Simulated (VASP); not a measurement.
# AlN (P6_3mc) in VASP: single point with HSE06

Aim: the single point of AlN with HSE06.

Everything below comes from runs of VASP 6.6.1. Logs are shortened: lines on timing, memory, paths and dates and some standing lists are left out, and cuts for length are marked.

**What was measured.**

“Structural and optical properties of self-assembled AlN nanowires grown on SiO2/Si substrates by molecular beam epitaxy”, 2024, arxiv:2402.00216 quotes, for a bulk crystal of AlN at 0 K: band gap 6.0343 eV (an exciton energy, a little under the gap).

The results are compared with them further down.

**1. The cell of the first run**

Symmetry: P6_3mc, No. 186, hexagonal system. The conventional cell has a = 3.113 Å, b = 3.113 Å, c = 4.981 Å, α = 90.00°, β = 90.00°, γ = 120.00°. Al (site symmetry 3m) has 4 N at 1.89 Å within 2.5 Å. N (site symmetry 3m) has 4 Al at 1.89 Å within 2.5 Å.

**2. Single point, HSE06**

POSCAR reads:

```
AlN
1.0
    3.1130000000      0.0000000000      0.0000000000
   -1.5565000000      2.6959370820      0.0000000000
    0.0000000000      0.0000000000      4.9810000000
Al N
2 2
Direct
    0.3333333333      0.6666666667      0.0000000000
    0.6666666667      0.3333333333      0.5000000000
    0.3333333333      0.6666666667      0.3800000000
    0.6666666667      0.3333333333      0.8800000000
```

INCAR.step1 reads:

```
SYSTEM = AlN
PREC = Accurate ; ENCUT = 520
EDIFF = 1E-5 ; ISMEAR = 0
SIGMA = 0.1 ; LREAL = .False.
LASPH = .True. ; NELM = 120
ALGO = Normal ; ISIF = 2
LWAVE = .True. ; GGA = PE
NBANDS = 16 ; GGA_COMPAT = .False.
```

INCAR.step2 reads:

```
SYSTEM = AlN
PREC = Accurate ; ENCUT = 520
EDIFF = 1E-6 ; ISMEAR = 0
SIGMA = 0.1 ; LREAL = .False.
LASPH = .True. ; NELM = 120
ALGO = Normal ; ISIF = 2
LWAVE = .False. ; LCHARG = .True.
GGA = PE ; LHFCALC = .True.
HFSCREEN = 0.2079 ; PRECFOCK = Normal
LELF = .True. ; LVHAR = .True.
ISTART = 1 ; NBANDS = 16
GGA_COMPAT = .False.
```

KPOINTS reads:

```
regular mesh
0
Gamma
  6 6 4
  0 0 0
```

Potentials or basis: VASP PAW PBE potentials, release 64 (Al, N).

The run is started by

```console
cat potpaw_PBE.64/Al/POTCAR potpaw_PBE.64/N/POTCAR > POTCAR
cp INCAR.step1 INCAR
mpirun -np 1 vasp_std > vasp.out
cp INCAR.step2 INCAR
mpirun -np 1 vasp_std > vasp.out
```

OUTCAR:

```text
SYSTEM = AlN
   PREC = Accurate
   ENCUT = 520
   EDIFF = 1E-6
   ISMEAR = 0
   LREAL = .False.
   LASPH = .True.
   NELM = 120
   ISIF = 2
   GGA = PE
   LHFCALC = .True.
   HFSCREEN = 0.2079
   PRECFOCK = Normal
   ISTART = 1

 ion  position               nearest neighbor table
   1  0.333  0.667  0.000-   3 1.89   4 1.89   4 1.89   4 1.89   2 3.07   2 3.07   2 3.07   2 3.07
                             2 3.07   2 3.07
   2  0.667  0.333  0.500-   4 1.89   3 1.89   3 1.89   3 1.89   1 3.07   1 3.07   1 3.07   1 3.07
                             1 3.07   1 3.07
   3  0.333  0.667  0.380-   1 1.89   2 1.89   2 1.89   2 1.89
   4  0.667  0.333  0.880-   2 1.89   1 1.89   1 1.89   1 1.89

  LATTYP: Found a hexagonal cell.
 ALAT       =     3.1130000000
 C/A-ratio  =     1.6000642467

  Lattice vectors:

 A1 = (   3.1130000000,   0.0000000000,   0.0000000000)
 A2 = (  -1.5565000000,   2.6959370820,   0.0000000000)
 A3 = (   0.0000000000,   0.0000000000,   4.9810000000)

Analysis of symmetry for initial positions (statically):
=====================================================================
 Subroutine PRICEL returns:
 Original cell was already a primitive cell.

 Routine SETGRP: Setting up the symmetry group for a
 hexagonal supercell.

 Subroutine GETGRP returns: Found 12 space group operations
 (whereof  6 operations were pure point group operations)
 out of a pool of 24 trial point group operations.

The static configuration has the point symmetry C_3v.
 The point group associated with its full space group is C_6v.

Analysis of symmetry for dynamics (positions and initial velocities):
=====================================================================
 Subroutine PRICEL returns:
 Original cell was already a primitive cell.

 Routine SETGRP: Setting up the symmetry group for a
 hexagonal supercell.

 Subroutine GETGRP returns: Found 12 space group operations
 (whereof  6 operations were pure point group operations)
 out of a pool of 24 trial point group operations.

The dynamic configuration has the point symmetry C_3v.
 The point group associated with its full space group is C_6v.

 Subroutine INISYM returns: Found 12 space group operations
 (whereof  6 operations are pure point group operations),
 and found     1 'primitive' translations

----------------------------------------------------------------------------------------

                                     Primitive cell

  volume of cell :      41.8028

  direct lattice vectors                    reciprocal lattice vectors
     3.113000000  0.000000000  0.000000000     0.321233537  0.185464269  0.000000000
    -1.556500000  2.695937082  0.000000000     0.000000000  0.370928538  0.000000000
     0.000000000  0.000000000  4.981000000     0.000000000  0.000000000  0.200762899

  length of vectors
     3.113000000  3.113000000  4.981000000     0.370928538  0.370928538  0.200762899

  position of ions in fractional coordinates (direct lattice)
     0.333333333  0.666666667  0.000000000
     0.666666667  0.333333333  0.500000000
     0.333333333  0.666666667  0.380000000
     0.666666667  0.333333333  0.880000000

  ion indices of the primitive-cell ions
   primitive index   ion index
                 1           1
                 2           2
                 3           3
                 4           4

----------------------------------------------------------------------------------------

 KPOINTS: regular mesh

Automatic generation of k-mesh.
 Grid dimensions read from file:
 generate k-points for:    6    6    4

 Generating k-lattice:

  Cartesian coordinates                     Fractional coordinates (reciprocal lattice)
     0.053538923  0.030910711  0.000000000     0.166666667  0.000000000  0.000000000
     0.000000000  0.061821423  0.000000000     0.000000000  0.166666667  0.000000000
     0.000000000  0.000000000  0.050190725     0.000000000  0.000000000  0.250000000

  Length of vectors
     0.061821423  0.061821423  0.050190725

  Shift w.r.t. Gamma in fractional coordinates (k-lattice)
     0.000000000  0.000000000  0.000000000

 Subroutine IBZKPT returns following result:
 ===========================================

 Found     21 irreducible k-points:

 Following reciprocal coordinates:
            Coordinates               Weight
  0.000000  0.000000  0.000000      1.000000
  0.166667  0.000000  0.000000      6.000000
  0.333333  0.000000  0.000000      6.000000
  0.500000  0.000000  0.000000      3.000000
  0.166667  0.166667  0.000000      6.000000
  0.333333  0.166667  0.000000     12.000000
[... 13 lines left out ...]
  0.333333  0.166667  0.500000     12.000000
  0.333333  0.333333  0.500000      2.000000
   k-points           NKPTS =     21   k-points in BZ     NKDIM =    144   number of bands    NBANDS=     16
   number of dos      NEDOS =    301   number of ions     NIONS =      4
   total plane-waves  NPLWV =  23040
   dimension x,y,z NGX =    24 NGY =   24 NGZ =   40
   dimension x,y,z NGXF=    48 NGYF=   48 NGZF=   80
   ions per type =               2   2
   NGX,Y,Z   is equivalent  to a cutoff of  12.82, 12.82, 13.35 a.u.
   NGXF,Y,Z  is equivalent  to a cutoff of  25.63, 25.63, 26.70 a.u.
 SYSTEM =  AlN
   PREC   = accura    normal or accurate (medium, high low for compatibility)
   ISTART =      1    job   : 0-new  1-cont  2-samecut
   ICHARG =      0    charge: 1-file 2-atom 10-const
   ISPIN  =      1    spin polarized calculation?
   LNONCOLLINEAR =      F non collinear calculations
   LSORBIT =      F    spin-orbit coupling
   LASPH  =      T    aspherical Exc in radial PAW
   ENCUT  =  520.0 eV  38.22 Ry    6.18 a.u.   5.79  5.79  9.26*2*pi/ulx,y,z
   NELM   =    120;   NELMIN=  2; NELMDL=  0     # of ELM steps
   EDIFF  = 0.1E-05   stopping-criterion for ELM
   LREAL  =      F    real-space projection
   EDIFFG = 0.1E-04   stopping-criterion for IOM
   NSW    =      0    number of steps for IOM
   IBRION =     -1    ionic relax: 0-MD 1-quasi-New 2-CG
   NFREE  =      0    steps in history (QN), initial steepest desc. (CG)
   ISIF   =      2    stress and relaxation
   ISYM   =      3    0-nonsym 1-usesym 2-fastsym
   POTIM  = 0.5000    time-step for ionic-motion
   TEBEG  =    0.0;   TEEND  =   0.0 temperature during run
   PSTRESS=    0.0 pullay stress
   NELECT =      16.0000    total number of electrons
   NUPDOWN=      -1.0000    fix difference up-down
   EMIN   =  10.00;   EMAX   =-10.00  energy-range for DOS
   EFERMI =   0.00;   METHOD = LEGACY
   ISMEAR =     0;   SIGMA  =   0.10  broadening in eV -4-tet -1-fermi 0-gaus
   EFERMI_NEDOS =   21; number of points for ismear=-14 and -15
   IALGO  =     38    algorithm
   IMIX   =      1    mixing-type and parameters
     AMIX     =   0.40;   BMIX     =  1.00
     AMIX_MAG =   1.60;   BMIX_MAG =  1.00
  volume/ion in A,a.u.               =      10.45        70.52
  Fermi-wavevector in a.u.,A,eV,Ry     =   1.188629  2.246183 19.222843  1.412839
  Thomas-Fermi vector in A             =   2.324754
   LORBIT       =      0    0 simple, 1 ext, 2 COOP (PROOUT), +10 PAW based schemes
   GGA     = PE    functional components
   LHFCALC =     T    Hartree Fock is set to
   PRECFOCK=normal    Normal, Fast or Accurate (Low or Medium for compatibility)
   ENCUT4O =  -1.0   cutoff for four orbital integrals eV
   NKREDX  =     1    reduce k-point grid by
   NKREDY  =     1    reduce k-point grid by
   NKREDZ  =     1    reduce k-point grid by
   AEXX    =    0.2500 exact exchange contribution
   HFSCREEN=    0.2079 screening length (either q_TF or 0.3 A-1)
   HFSCREENC=   0.2079 screening length for correlation (either q_TF or 0.3 A-1)
   ENCUTFOCK=  -1.0 apply spherical cutoff to Coloumb kernel
   IVDW    =     0    specifies the selected vdW correction
   LEPSILON=     F    determine dielectric tensor
   LRPA    =     F    only Hartree local field effects (RPA)
 non-spin polarized calculation
 Gauss-broadening in eV      SIGMA  =   0.10
  energy-cutoff  :      520.00
  volume of cell :       41.80
 maximum number of plane-waves:      1152
 NGX is ok and might be reduce to    24
  NGX = 18; NGY = 18; NGZ = 28

 number of electron      15.9999997 magnetization

 Free energy of the ion-electron system (eV)
  ---------------------------------------------------
  ext. energy  EPLUGINS =         0.00000000
  ---------------------------------------------------
  free energy    TOTEN  =       -34.89204542 eV

  energy without entropy =      -34.89204542  energy(sigma->0) =      -34.89204542

 E-fermi :   5.7011     XC(G=0):  -8.9929

 val. band max:        5.2101428445   @ k =   0.0000   0.0000   0.0000
 cond. band min:      10.7830210385   @ k =   0.0000   0.0000   0.0000
 fundamental gap:      5.5728781940
 Fermi energy:         5.7010524871

 k-point     1 :       0.0000    0.0000    0.0000
  band No.  band energies     occupation
      1     -11.4597      2.00000
      2      -9.1698      2.00000
      3      -1.2729      2.00000
      4       4.2903      2.00000
      5       4.2903      2.00000
      6       5.0168      2.00000
[... 8 lines left out ...]
     15      20.1185      0.00000
     16      20.1185      0.00000

 k-point     2 :       0.1667    0.0000    0.0000
  band No.  band energies     occupation
      1     -11.0890      2.00000
      2      -8.9702      2.00000
      3      -0.8185      2.00000
      4       2.7766      2.00000
      5       3.6518      2.00000
      6       3.8628      2.00000
[... 8 lines left out ...]
     15      19.3717      0.00000
     16      19.7095      0.00000

 k-point     3 :       0.3333    0.0000    0.0000
  band No.  band energies     occupation
      1     -10.1341      2.00000
      2      -8.6176      2.00000
      3       0.3571      2.00000
      4       0.4388      2.00000
      5       1.6464      2.00000
      6       3.2146      2.00000
[... 8 lines left out ...]
     15      19.1467      0.00000
     16      21.5362      0.00000

 k-point     4 :       0.5000    0.0000    0.0000
  band No.  band energies     occupation
      1      -9.3668      2.00000
      2      -8.6230      2.00000
      3      -0.6655      2.00000
      4       0.7168      2.00000
      5       1.5856      2.00000
      6       2.9436      2.00000
[... 8 lines left out ...]
     15      19.8976      0.00000
     16      22.2797      0.00000

 k-point     5 :       0.1667    0.1667    0.0000
  band No.  band energies     occupation
      1     -10.4192      2.00000
      2      -8.6868      2.00000
      3       0.0349      2.00000
      4       1.5737      2.00000
      5       1.5995      2.00000
      6       3.3958      2.00000
[... 8 lines left out ...]
     15      19.6501      0.00000
     16      21.1285      0.00000

 k-point     6 :       0.3333    0.1667    0.0000
  band No.  band energies     occupation
      1      -9.4427      2.00000
      2      -8.5583      2.00000
      3      -0.1268      2.00000
      4       0.9802      2.00000
      5       1.4430      2.00000
      6       2.2133      2.00000
[... 8 lines left out ...]
     15      19.4970      0.00000
     16      21.8962      0.00000
[... 210 lines left out ...]
 k-point    18 :       0.5000    0.0000    0.5000
  band No.  band energies     occupation
      1      -8.9691      2.00000
      2      -8.9691      2.00000
      3      -0.8394      2.00000
      4      -0.8394      2.00000
      5       3.6319      2.00000
      6       3.6319      2.00000
[... 8 lines left out ...]
     15      20.2842      0.00000
     16      20.2842      0.00000

 k-point    19 :       0.1667    0.1667    0.5000
  band No.  band energies     occupation
      1      -9.6480      2.00000
      2      -9.6480      2.00000
      3       0.6732      2.00000
      4       0.6732      2.00000
      5       3.2442      2.00000
      6       3.2442      2.00000
[... 8 lines left out ...]
     15      19.9371      0.00000
     16      19.9371      0.00000

 k-point    20 :       0.3333    0.1667    0.5000
  band No.  band energies     occupation
      1      -8.9893      2.00000
      2      -8.9893      2.00000
      3      -0.3568      2.00000
      4      -0.3568      2.00000
      5       2.3978      2.00000
      6       2.3978      2.00000
[... 8 lines left out ...]
     15      20.5200      0.00000
     16      20.5200      0.00000

 k-point    21 :       0.3333    0.3333    0.5000
  band No.  band energies     occupation
      1      -8.7518      2.00000
      2      -8.7518      2.00000
      3      -0.0187      2.00000
      4      -0.0187      2.00000
      5       1.0772      2.00000
      6       1.0772      2.00000
[... 8 lines left out ...]
     15      20.7652      0.00000
     16      20.7652      0.00000

------------------------ aborting loop because EDIFF is reached ----------------------------------------

  FORCE on cell =-STRESS in cart. coord.  units (eV):
  Direction    XX          YY          ZZ          XY          YZ          ZX
  --------------------------------------------------------------------------------------
  -------------------------------------------------------------------------------------
  Total       -0.5901536     -0.5901536     -0.1682733      0.0000000      0.0000000      0.0000000
  in kB      -22.6188329    -22.6188329     -6.4494174      0.0000000      0.0000000      0.0000000
  external PRESSURE =     -17.2290277 kB  Pullay stress =       0.0000000 kB

 VOLUME and BASIS-vectors are now :
 -----------------------------------------------------------------------------
  energy-cutoff  :      520.00
  volume of cell :       41.80
      direct lattice vectors                 reciprocal lattice vectors
     3.113000000  0.000000000  0.000000000     0.321233537  0.185464269  0.000000000
    -1.556500000  2.695937082  0.000000000     0.000000000  0.370928538  0.000000000
     0.000000000  0.000000000  4.981000000     0.000000000  0.000000000  0.200762899

 POSITION                                       TOTAL-FORCE (eV/Angst)
 -----------------------------------------------------------------------------------
     -0.00000      1.79729      0.00000        -0.000000      0.000000     -0.128054
      1.55650      0.89865      2.49050         0.000000     -0.000000     -0.128054
     -0.00000      1.79729      1.89278         0.000000     -0.000000      0.128054
      1.55650      0.89865      4.38328        -0.000000     -0.000000      0.128054
 -----------------------------------------------------------------------------------
    total drift:                               -0.000000     -0.000000      0.000227

  FREE ENERGIE OF THE ION-ELECTRON SYSTEM (eV)
  ---------------------------------------------------
  free  energy   TOTEN  =       -34.8920454168 eV

  energy  without entropy=      -34.8920454168  energy(sigma->0) =      -34.89204542
```

It took 60 min on 1 thread of AMD EPYC 7R13 (Zen 3), shared host; peak memory 0.23 GiB.

Results:

| Property | Result |
| --- | --- |
| Free energy | -34.8920 eV |
| Pressure | -1.7 GPa |
| Largest force | 0.128 eV/Å |
| Band gap on the k mesh | 5.57 eV, direct |

Forces on the atoms (eV/Å):
```
Al   0.000  0.000 -0.128
Al   0.000  0.000 -0.128
N    0.000  0.000  0.128
N    0.000  0.000  0.128
```

Levels at points of the mesh, in eV from the valence-band top:
```csv
k point,band 4,band 5,band 6,band 7,band 8,band 9,band 10,band 11,band 12,band 13
"(0.00, 0.00, 0.00)",-0.92,-0.92,-0.19,-0.19,0.00,5.57,8.12,12.46,12.78,12.78
"(0.50, 0.00, 0.00)",-4.49,-3.62,-2.27,-1.89,-0.73,7.18,7.18,9.74,12.10,12.50
"(0.00, 0.00, 0.50)",-3.58,-0.57,-0.57,-0.57,-0.57,7.94,7.94,12.01,12.01,13.10
"(0.50, 0.00, 0.50)",-6.05,-1.58,-1.58,-1.47,-1.47,6.66,6.66,10.82,10.82,13.78
```

Caveat: the PAW data sets were made with another functional, which shifts forces and pressure a little.

**3. How close it comes**

Step 2. Measured gap of AlN: 6.0343 eV (an exciton energy, a little under the gap; 0 K; quoted in “Structural and optical properties of self-assembled AlN nanowires grown on SiO2/Si substrates by molecular beam epitaxy”, 2024, arxiv:2402.00216). This calculation gives 5.57 eV (-0.46 eV). 2 values of this kind are on record (6.034 to 6.0343 eV); this one was drawn at random. The value is that of HSE06, without temperature or zero-point motion.
